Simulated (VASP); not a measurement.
# GaP (F-43m) in VASP: further runs, part 2 of 2

VASP 6.6.1.

## (3) Relaxation of cell and atoms, PBEsol

This run uses another cell than the first one, of 20.25 Å³/atom, 1.007 times its volume.

Contents of INCAR:

```
PREC = Accurate
ENCUT = 600
EDIFF = 1E-6
ISMEAR = 0
SIGMA = 0.02
LREAL = False
LASPH = True
NELM = 60
ALGO = Normal
ISIF = 3
LWAVE = False
LCHARG = False
GGA = PS
IBRION = 2
NSW = 100
EDIFFG = -0.005
```

Contents of KPOINTS:

```
Automatic mesh
0
Gamma
  8 8 8
```

Contents of POSCAR:

```
GaP
1.0
    0.0000000000      2.7258124945      2.7258124945
    2.7258124945      0.0000000000      2.7258124945
    2.7258124945      2.7258124945      0.0000000000
Ga P
1 1
Direct
    0.0000000000      0.0000000000      0.0000000000
    0.2500000000      0.2500000000      0.2500000000
```

Potentials or basis: VASP PAW PBE potentials, release 64 (Ga_d, P).

On the command line:

```sh
cat potpaw_PBE.64/Ga_d/POTCAR potpaw_PBE.64/P/POTCAR > POTCAR
mpirun -np 1 vasp_std > vasp.out
```

OUTCAR:

```text
PREC = Accurate
   ENCUT = 600
   EDIFF = 1E-6
   ISMEAR = 0
   LREAL = False
   LASPH = True
   NELM = 60
   ISIF = 3
   GGA = PS
   IBRION = 2
   NSW = 100
   EDIFFG = -0.005

 ion  position               nearest neighbor table
   1  0.000  0.000  0.000-   2 2.36   2 2.36   2 2.36   2 2.36
   2  0.250  0.250  0.250-   1 2.36   1 2.36   1 2.36   1 2.36

  LATTYP: Found a face centered cubic cell.
 ALAT       =     5.4516249890

  Lattice vectors:

 A1 = (   0.0000000000,   2.7258124945,   2.7258124945)
 A2 = (   2.7258124945,   0.0000000000,   2.7258124945)
 A3 = (   2.7258124945,   2.7258124945,   0.0000000000)

Analysis of symmetry for initial positions (statically):
=====================================================================
 Subroutine PRICEL returns:
[... 267 lines left out ...]
      5      -9.8057      2.00000
      6      -7.9354      2.00000
      7       4.6458      2.00000
      8       4.6458      2.00000
      9       4.6458      2.00000
     10       6.4582      0.00000
     11       8.4705      0.00000
     12       8.4705      0.00000
     13       8.4705      0.00000
[... 354 lines left out ...]
  band No.  band energies     occupation
      1     -10.0000      2.00000
      2      -9.8770      2.00000
      3      -9.8643      2.00000
      4      -9.8113      2.00000
      5      -9.7982      2.00000
      6      -5.4051      2.00000
      7      -1.8637      2.00000
      8       1.3771      2.00000
      9       2.6631      2.00000
     10       8.0610      0.00000
     11       8.8338      0.00000
     12      11.0770      0.00000
     13      12.5057      0.00000

 [... further k-points ...]

------------------------ aborting loop because EDIFF is reached ----------------------------------------

  FORCE on cell =-STRESS in cart. coord.  units (eV):
  Direction    XX          YY          ZZ          XY          YZ          ZX
  --------------------------------------------------------------------------------------
  -------------------------------------------------------------------------------------
  Total       -0.0091307     -0.0091307     -0.0091307     -0.0000000      0.0000000     -0.0000000
  in kB       -0.3641151     -0.3641151     -0.3641151     -0.0000000      0.0000000     -0.0000000
  external PRESSURE =      -0.3641151 kB  Pullay stress =       0.0000000 kB
[... 17 lines left out ...]
  FREE ENERGIE OF THE ION-ELECTRON SYSTEM (eV)
  ---------------------------------------------------
  free  energy   TOTEN  =        -9.9211634599 eV

  energy  without entropy=       -9.9211634599  energy(sigma->0) =       -9.92116346

 reached required accuracy - stopping structural energy minimisation
```

OSZICAR:

```text
N       E                     dE             d eps       ncg     rms          rms(c)
DAV:   1     0.824445047146E+02    0.82445E+02   -0.10150E+04   786   0.216E+03
DAV:   2    -0.360992684567E+01   -0.86054E+02   -0.83106E+02   824   0.353E+02
DAV:   3    -0.100792444016E+02   -0.64693E+01   -0.64392E+01   944   0.783E+01
[... 20 lines left out ...]
DAV:   2    -0.992185080625E+01    0.24662E-02   -0.44555E-03   964   0.170E+00    0.150E-01
DAV:   3    -0.992123082032E+01    0.61999E-03   -0.76382E-04  1004   0.611E-01    0.344E-02
DAV:   4    -0.992117466059E+01    0.56160E-04   -0.72810E-05   888   0.136E-01    0.143E-02
DAV:   5    -0.992116381105E+01    0.10850E-04   -0.55379E-06   905   0.357E-02    0.438E-03
DAV:   6    -0.992116345986E+01    0.35119E-06   -0.39286E-07   397   0.108E-02
   3 F= -.99211635E+01 E0= -.99211635E+01  d E =-.704220E-03
```

CONTCAR:

```text
GaP
   1.00000000000000
     0.0000000000000000    2.7184164210236985    2.7184164210236985
     2.7184164210236985   -0.0000000000000000    2.7184164210236985
     2.7184164210236985    2.7184164210236985   -0.0000000000000000
  Ga              P
     1     1
Direct
     0.0000000000000000    0.0000000000000000    0.0000000000000000
     0.2500000000000000    0.2500000000000000    0.2500000000000000

  0.00000000E+00  0.00000000E+00  0.00000000E+00
  0.00000000E+00  0.00000000E+00  0.00000000E+00
```

Run time: 37 s. Hardware: 1 thread of Intel Xeon Platinum 8259CL at 2.50GHz (Skylake/Cascade Lake), shared host; peak memory 0.19 GiB.

Results:

```yaml
Free_energy: -9.9212 eV
Relaxed_volume: 20.09 Å³/atom
Relaxed_cell: a = 3.844 Å, b = 3.844 Å, c = 3.844 Å, α = 60.00°, β = 60.00°, γ = 60.00°
Space_group_after_relaxing_to_0.05_Å: F-43m (No. 216)
Energy_gained_by_relaxing: 0.4 meV/atom
Ionic_steps: 3
Pressure_after_relaxing: 0.0 GPa
Band_gap_on_the_k_mesh: 1.50 eV, indirect (least direct gap 1.81 eV)
```

Step by step:
| step | energy change (eV) | largest force (eV/Å) | pressure (GPa) | volume (Å³) |
| --- | --- | --- | --- | --- |
| 1 | 0.0000 | 0.0000 | -0.69 | 40.51 |
| 2 | -0.0005 | 0.0000 | 0.46 | 40.00 |
| 3 | -0.0007 | 0.0000 | -0.04 | 40.18 |

Final structure:
```
Ga P
1.0
     0.00000    2.71842    2.71842
     2.71842    0.00000    2.71842
     2.71842    2.71842    0.00000
Ga P
1 1
Direct
  0.00000 0.00000 0.00000
  0.25000 0.25000 0.25000
```

Caveat: the PAW data sets were made with another functional, which shifts forces and pressure a little.
